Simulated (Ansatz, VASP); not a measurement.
**SrO in VASP and in Ansatz**

Contents of POSCAR:

```
SrO
1.0
    0.0000000000      2.4774706260      2.4774706260
    2.4774706260      0.0000000000      2.4774706260
    2.4774706260      2.4774706260      0.0000000000
Sr O
1 1
Direct
    0.0000000000      0.0000000000      0.0000000000
    0.5000000000      0.5000000000      0.5000000000
```

Contents of INCAR.step1:

```
PREC = Accurate
ENCUT = 520
EDIFF = 1E-5
ISMEAR = 0
SIGMA = 0.01
LREAL = F
LASPH = T
NELM = 100
ALGO = Normal
ISIF = 2
LWAVE = T
NBANDS = 15
GGA = PE
```

The input INCAR.step2:

```
PREC = Accurate
ENCUT = 520
EDIFF = 1E-6
ISMEAR = 0
SIGMA = 0.01
LREAL = F
LASPH = T
NELM = 100
ALGO = Normal
ISIF = 2
LWAVE = F
LCHARG = T
GGA = PE
LHFCALC = T
HFSCREEN = 0.2079
PRECFOCK = Normal
LELF = T
LVHAR = T
NBANDS = 15
ISTART = 1
```

File KPOINTS:

```
regular mesh
0
Gamma
  6 6 6
```

Input for Ansatz:

```yaml
crystal:
  lattice:
    - [0.0, 2.477470626, 2.477470626]
    - [2.477470626, 0.0, 2.477470626]
    - [2.477470626, 2.477470626, 0.0]
  atoms:
    - { symbol: Sr, position: [0.0, 0.0, 0.0] }
    - { symbol: O, position: [0.5, 0.5, 0.5] }
kpoints:
  mp_grid: { grid: [6, 6, 6] }
  band_path:
    path:
      - [0.0, 0.0, 0.0]
      - [0.5, 0.0, 0.5]
      - [0.625, 0.25, 0.625]
      - [0.375, 0.375, 0.75]
      - [0.5, 0.5, 0.5]
      - [0.5, 0.25, 0.75]
    npoints: 1
hamiltonian:
  xc: hse06
scf:
  occupations: { method: fixed }
  n_extra_bands: 4
output:
  forces: true
  stress: true
  eigenvalues: true
```

Change from the starting cell: hydrostatic strain -4.0%.

Alike in both runs: task single point; functional HSE06; k mesh 6 × 6 × 6; no spin polarisation.

|  | VASP | Ansatz |
| --- | --- | --- |
| version | VASP 6.6.1 | Ansatz 0.2.0 |
| potentials or method | VASP PAW PBE potentials, release 64 (Sr_sv, O) | plane waves, PAW |
| plane-wave cutoff (eV) | 520 | 420 |
| occupations | gaussian, width 0.01 eV | fixed |
| valence electrons in the cell | 16 | 16 |

|  | VASP | Ansatz | Ansatz less VASP |
| --- | --- | --- | --- |
| gap on the k mesh at the Fermi level (eV) | 4.67 | 4.72 | +0.047 |
| pressure (GPa) | 15.1 | 14.2 | -0.93 |

Ansatz's warnings: stress exchange threshold loose, stress scf threshold loose.
